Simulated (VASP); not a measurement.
# BiO4 (P6/mmm) in VASP: further runs, part 2 of 2

VASP 6.6.1. Earlier steps stand in the parts before.

## 5. Relaxation of cell and atoms, PBE

File INCAR:

```
SYSTEM = BiO4
PREC = Accurate
ENCUT = 600
EDIFF = 1E-6
ISMEAR = 0
SIGMA = 0.1
LREAL = .FALSE.
LASPH = .TRUE.
NELM = 100
ALGO = Normal
ISIF = 3
LWAVE = .FALSE.
LCHARG = .FALSE.
GGA = PE
IBRION = 2
NSW = 90
EDIFFG = -0.04
```

File KPOINTS:

```
regular mesh
0
G
  6 6 4
  0 0 0
```

File POSCAR:

```
BiO4
1.0
    3.6038141900      0.0000000000      0.0000000000
   -1.8019070900      3.1209946400      0.0000000000
    0.0000000000      0.0000000000      5.7526463800
Bi O
1 4
Direct
    0.0000000000      0.0000000000      0.0000000000
    0.3333333300      0.6666666700      0.2445526200
    0.3333333300      0.6666666700      0.7554473800
    0.6666666700      0.3333333300      0.7554473800
    0.6666666700      0.3333333300      0.2445526200
```

Potentials or basis: VASP PAW PBE potentials, release 64 (Bi_d, O).

Launch:

```
> cat potpaw_PBE.64/Bi_d/POTCAR potpaw_PBE.64/O/POTCAR > POTCAR
> mpirun -np 1 vasp_std > vasp.out
```

OUTCAR:

```text
SYSTEM = BiO4
   PREC = Accurate
   ENCUT = 600
   EDIFF = 1E-6
   ISMEAR = 0
   LREAL = .FALSE.
   LASPH = .TRUE.
   NELM = 100
   ISIF = 3
   GGA = PE
   IBRION = 2
   NSW = 90
   EDIFFG = -0.04

 ion  position               nearest neighbor table
   1  0.000  0.000  0.000-   2 2.51   3 2.51   4 2.51   5 2.51   2 2.51   3 2.51   4 2.51   5 2.51
                             4 2.51   5 2.51   2 2.51   3 2.51
   2  0.333  0.667  0.245-   1 2.51   1 2.51   1 2.51
   3  0.333  0.667  0.755-   1 2.51   1 2.51   1 2.51
   4  0.667  0.333  0.755-   1 2.51   1 2.51   1 2.51
   5  0.667  0.333  0.245-   1 2.51   1 2.51   1 2.51

  LATTYP: Found a hexagonal cell.
 ALAT       =     3.6038141900
 C/A-ratio  =     1.5962660883

  Lattice vectors:

 A1 = (   3.6038141900,   0.0000000000,   0.0000000000)
 A2 = (  -1.8019070900,   3.1209946400,   0.0000000000)
 A3 = (   0.0000000000,   0.0000000000,   5.7526463800)

Analysis of symmetry for initial positions (statically):
[... 6 lines left out ...]

 Subroutine GETGRP returns: Found 24 space group operations
 (whereof 24 operations were pure point group operations)
 out of a pool of 24 trial point group operations.

The static configuration has the point symmetry D_6h.

Analysis of symmetry for dynamics (positions and initial velocities):
[... 6 lines left out ...]

 Subroutine GETGRP returns: Found 24 space group operations
 (whereof 24 operations were pure point group operations)
 out of a pool of 24 trial point group operations.

[... 162 lines left out ...]
  external PRESSURE =      38.4676210 kB  Pullay stress =       0.0000000 kB
[... 98 lines left out ...]
  FREE ENERGIE OF THE ION-ELECTRON SYSTEM (eV)
  ---------------------------------------------------
  free  energy   TOTEN  =       -20.6113954039 eV

  energy  without entropy=      -20.5978652443  energy(sigma->0) =      -20.60463032

 E-fermi :   2.7495     XC(G=0): -10.0681

 val. band max:        2.7408373797   @ k =   0.0000   0.0000   0.5000
 cond. band min:       2.7505324722   @ k =   0.5000   0.0000   0.2500
 fundamental gap:      0.0096950925
 Fermi energy:         2.7495494781

 k-point     1 :       0.0000    0.0000    0.0000
  band No.  band energies     occupation
      1     -19.5641      2.00000
      2     -19.5614      2.00000
      3     -19.5614      2.00000
      4     -19.4978      2.00000
      5     -19.4978      2.00000
      6     -16.7299      2.00000
[... 535 lines left out ...]
     22       4.3445      0.00000
     23       7.9181      0.00000

[... ionic steps 4 to 7 ...]

--------------------------------------- Ionic step        8  -------------------------------------------

 number of electron      38.9999987 magnetization

------------------------ aborting loop because EDIFF is reached ----------------------------------------
[... 73 lines left out ...]
--------------------------------------- Ionic step       10  -------------------------------------------

 number of electron      38.9999993 magnetization

 Free energy of the ion-electron system (eV)
  ---------------------------------------------------
  ext. energy  EPLUGINS =         0.00000000
  ---------------------------------------------------
  free energy    TOTEN  =       -20.64336436 eV

  energy without entropy =      -20.62916272  energy(sigma->0) =      -20.63626354

 E-fermi :   2.1561     XC(G=0):  -9.6853

 val. band max:        2.1539199046   @ k =   0.5000   0.0000   0.2500
 cond. band min:       2.1596736466   @ k =   0.5000   0.0000   0.0000
 fundamental gap:      0.0057537420
 Fermi energy:         2.1560546585

 k-point     1 :       0.0000    0.0000    0.0000
  band No.  band energies     occupation
      1     -20.1580      2.00000
      2     -20.1560      2.00000
      3     -20.1560      2.00000
      4     -20.0923      2.00000
      5     -20.0923      2.00000
      6     -17.2982      2.00000
[... 567 lines left out ...]
  FREE ENERGIE OF THE ION-ELECTRON SYSTEM (eV)
  ---------------------------------------------------
  free  energy   TOTEN  =       -20.6433643595 eV

  energy  without entropy=      -20.6291627164  energy(sigma->0) =      -20.63626354

 reached required accuracy - stopping structural energy minimisation
```

OSZICAR:

```text
N       E                     dE             d eps       ncg     rms          rms(c)
DAV:   1     0.469792132264E+03    0.46979E+03   -0.22631E+04   966   0.210E+03
DAV:   2     0.280041287872E+02   -0.44179E+03   -0.43227E+03  1113   0.564E+02
DAV:   3    -0.205494995294E+02   -0.48554E+02   -0.47387E+02  1169   0.178E+02
[... 100 lines left out ...]
DAV:   5    -0.206433580696E+02    0.31217E-03   -0.15040E-03  1080   0.293E-01    0.381E-02
DAV:   6    -0.206433909949E+02   -0.32925E-04   -0.65913E-04  1191   0.148E-01    0.346E-02
DAV:   7    -0.206433684863E+02    0.22509E-04   -0.81407E-05  1378   0.706E-02    0.139E-02
DAV:   8    -0.206433641387E+02    0.43476E-05   -0.38097E-05  1262   0.395E-02    0.294E-03
DAV:   9    -0.206433643595E+02   -0.22079E-06   -0.14744E-06   836   0.846E-03
  10 F= -.20643364E+02 E0= -.20636264E+02  d E =-.133338E-02
```

Wall time 2 min (1 thread of Intel Xeon 6975P-C (Granite Rapids), shared host); peak memory 0.22 GiB.

Results:

| Quantity | Value |
| --- | --- |
| Free energy | -20.6434 eV |
| Relaxed volume | 14.48 Å³/atom |
| Relaxed cell | a = 3.639 Å, b = 3.639 Å, c = 6.313 Å, α = 90.00°, β = 90.00°, γ = 120.00° |
| Space group after relaxing (to 0.05 Å) | P6/mmm (No. 191) |
| Energy gained by relaxing | 11.0 meV/atom |
| Ionic steps | 10 |
| Pressure after relaxing | -0.1 GPa |
| Largest force after relaxing | 0.028 eV/Å |

Forces in eV/Å, atoms in the order of the input:
```
Bi   0.000  0.000  0.000
O    0.000  0.000 -0.028
O    0.000  0.000  0.028
O    0.000  0.000  0.028
O    0.000  0.000 -0.028
```

Stress tensor (GPa, compression positive):
```
-0.04  0.00  0.00
 0.00 -0.04  0.00
 0.00  0.00 -0.27
```

The path:
| step | energy change (eV) | largest force (eV/Å) | pressure (GPa) | volume (Å³) |
| --- | --- | --- | --- | --- |
| 1 | 0.0000 | 0.0603 | 3.85 | 64.70 |
| 2 | -0.0173 | 0.1720 | -1.62 | 67.66 |
| 3 | -0.0232 | 0.0968 | 0.12 | 66.64 |
| 4 | -0.0257 | 0.0925 | 0.10 | 66.83 |
| 5 | -0.0324 | 0.0786 | 0.10 | 67.40 |
| 6 | -0.0426 | 0.0561 | 0.16 | 68.54 |
| 7 | -0.0528 | 0.0177 | 0.50 | 70.80 |
| 8 | -0.0538 | 0.0049 | 0.64 | 71.71 |
| 9 | -0.0523 | 0.0632 | -1.17 | 73.45 |
| 10 | -0.0551 | 0.0284 | -0.12 | 72.41 |

Final structure:
```
Bi O
1.0
     3.63929    0.00000    0.00000
    -1.81964    3.15171    0.00000
     0.00000    0.00000    6.31260
Bi O
1 4
Direct
  0.00000 0.00000 0.00000
  0.33333 0.66667 0.22498
  0.33333 0.66667 0.77502
  0.66667 0.33333 0.77502
  0.66667 0.33333 0.22498
```

Caveat: spin-orbit coupling is left out, which moves the levels of the heavy elements; an odd number of electrons without spin polarisation forces a metal; a magnetic or distorted state may lie lower.

## 6. Summary

| task | cell | k mesh | cutoff (eV) | gap on the mesh (eV) | pressure (GPa) | largest force (eV/Å) |
| --- | --- | --- | --- | --- | --- | --- |
| single point | a = 3.604, b = 3.604, c = 5.753 Å, angles 90.0, 90.0, 120.0°, 5 atoms | 6 × 6 × 4 | 520 | none | 3.9 | 0.06 |
| single point | a = 3.641, b = 3.641, c = 6.307 Å, angles 90.0, 90.0, 120.0°, 5 atoms | 6 × 6 × 4 | 520 | none | 0.0 | - |
| single point | a = 3.641, b = 3.641, c = 6.645 Å, angles 90.0, 90.0, 120.0°, 5 atoms | 12 × 12 × 6 | 520 | none | 0.0 | 0.01 |
| relaxation of cell and atoms | relaxed from a = 3.604, b = 3.604, c = 5.753 Å, angles 90.0, 90.0, 120.0°, 5 atoms | 6 × 6 × 4 | 600 | none | -0.1 | 0.03 |

Alike in all rows: level PBE; potentials or basis VASP PAW PBE potentials, release 64 (Bi_d, O); no spin polarisation; smearing gaussian 0.1 eV.

Caveats: spin-orbit coupling is left out, which moves the levels of the heavy elements; an odd number of electrons without spin polarisation forces a metal; a magnetic or distorted state may lie lower.

Absolute energies hang on the potentials; compare differences alone.
